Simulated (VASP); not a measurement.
MgI2:

```xyz
3
Lattice="0.0000 3.7557 3.7557 3.7557 0.0000 3.7557 3.7557 3.7557 0.0000" Properties=species:S:1:pos:R:3 pbc="T T T"
Mg    0.0000    0.0000    0.0000
I     1.8779    1.8779    1.8779
I     5.6336    5.6336    5.6336
```

Base run:

| Item | Value |
| --- | --- |
| Program | VASP 6.6.1 |
| Functional | r2SCAN |
| Potentials or basis | VASP PAW PBE potentials, release 64 (Mg, I) |
| Cutoff | 520 eV |
| k mesh | 6 × 6 × 6 |
| Occupations | gaussian, width 0.01 eV |
| Spin | no spin polarisation |

Its results: band gap on the k mesh 1.29 eV (least direct gap 1.51 eV).

Task: The run is repeated on the same cell with these changes: functional from r2SCAN to PBE; further incar settings from ALGO = Normal; EDIFF = 1e-06; NBANDS = 15 to ALGO = Normal; EDIFF = 1e-08. What comes out?

Result: Band gap on the k mesh 0.58 eV (least direct gap 1.06 eV).

Caveats: spin-orbit coupling is left out, which moves the levels of the heavy elements; the gap is small at this level, which inflates the dielectric constant (at least some runs).

A k mesh can miss the band edges.
